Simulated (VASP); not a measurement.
Here is a VASP 6.6.1 calculation.

The input INCAR:

```
  PREC = Accurate
  ENCUT = 520
  EDIFF = 1E-6
  ISMEAR = -1
  SIGMA = 0.05
  LREAL = False
  LASPH = True
  NELM = 150
  ALGO = Normal
  ISIF = 2
  LWAVE = False
  LCHARG = False
  LMAXMIX = 4
  LDAU = True
  LDAUTYPE = 2
  LDAUL = -1 2 -1
  LDAUU = 0 1.5 0
  LDAUJ = 0 0 0
  LDAUPRINT = 1
  GGA = PS
  NBANDS = 28
```

File KPOINTS:

```
regular mesh
0
Gamma
  6 6 6
```

The input POSCAR:

```
BaTiO3
1.0
    2.8273666100      1.6323808700      2.3183934900
   -2.8273666100      1.6323808700      2.3183934900
    0.0000000000     -3.2647617400      2.3183934900
Ba Ti O
1 1 3
Direct
    0.0000000000      0.0000000000      0.0000000000
    0.4845000000      0.4845000000      0.4845000000
    0.5086000000      0.5086000000      0.0175000000
    0.0175000000      0.5086000000      0.5086000000
    0.5086000000      0.0175000000      0.5086000000
```

Potentials or basis: VASP PAW PBE potentials, release 64 (Ba_sv, Ti_sv, O).

Launch:

```bash
$ cat potpaw_PBE.64/Ba_sv/POTCAR potpaw_PBE.64/Ti_sv/POTCAR potpaw_PBE.64/O/POTCAR > POTCAR
$ mpirun -np 1 vasp_std > vasp.out
```

Problem. Predict the pressure.

Solution. 1.9 GPa.

Problem. Predict the band gap on the k mesh.

Solution. 2.48 eV (least direct gap 2.88 eV).

Problem. What does it give for the largest force?

Solution. 0.532 eV/Å.

Eigenvalues of the final occupation matrices:
```
    site  spin  trace               eigenvalues
site 2 d     1   0.89  0.13 0.13 0.13 0.25 0.25
site 2 d     2   0.89  0.13 0.13 0.13 0.25 0.25
```

Caveat: the PAW data sets were made with another functional, which shifts forces and pressure a little; spin-orbit coupling is left out, which moves the levels of the heavy elements. A k mesh can miss the band edges.
